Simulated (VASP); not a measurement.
Write the native input for VASP 6.6.1 that does the following.

```yaml
Task: single point
Functional: PBE
Dispersion: D3(BJ)
Potentials_or_basis: VASP PAW PBE potentials, release 64 (W_sv, Se)
Cutoff: 520 eV
k_mesh: 12 × 12 × 2
Occupations: gaussian, width 0.02 eV
Spin: no spin polarisation
Dipole_correction: no
Further_INCAR_settings: ALGO = Normal; EDIFF = 1e-07; NBANDS = 35
```

The structure of WSe2 lies in POSCAR:

```
WSe2
1.0
    3.3775486215     -0.0015644737      0.0000000000
   -1.6900798568      2.8236933352      0.0000000000
    0.0000000000      0.0000000000     12.7289133170
W Se
2 4
Direct
    0.6657323293      0.3311669894      0.2500000000
    0.3342676707      0.6688330106      0.7500000000
    0.3299275023      0.6593576659      0.3811408189
    0.6700724977      0.3406423341      0.8811408189
    0.3299275023      0.6593576659      0.1188591811
    0.6700724977      0.3406423341      0.6188591811
```

This cell differs from its parent crystal: uniaxial strain along a: +3.0 %, then relaxed in part.

These files were run (other wordings do the same):

INCAR

```
ALGO = Normal
EDIFF = 1E-7
ENCUT = 520
GGA = PE
ISIF = 2
ISMEAR = 0
IVDW = 12
LASPH = T
LCHARG = F
LREAL = F
LWAVE = F
NBANDS = 35
NELM = 100
PREC = Accurate
SIGMA = 0.02
```

KPOINTS

```
k-points
0
Gamma
  12 12 2
```

Potentials or basis: VASP PAW PBE potentials, release 64 (W_sv, Se).

Command:

```console
$ cat potpaw_PBE.64/W_sv/POTCAR potpaw_PBE.64/Se/POTCAR > POTCAR
$ mpirun -np 1 vasp_std > vasp.out
```

Results of the run:

```json
{"Pressure": "-1.4 GPa", "Largest force": "0.046 eV/Å", "Band gap on the k mesh": "0.87 eV (least direct gap 1.41 eV)", "Dispersion energy per atom": "-0.466 eV"}
```

Caveat: the cell differs from its parent crystal (uniaxial strain along a: +3.0 %, then relaxed in part); the stress differs along the axes, from -5 to 0 GPa; spin-orbit coupling is left out, which moves the levels of the heavy elements.

It took 20 min on 1 thread of Intel Xeon 8259CL, on a shared host, peak memory 0.58 GiB.
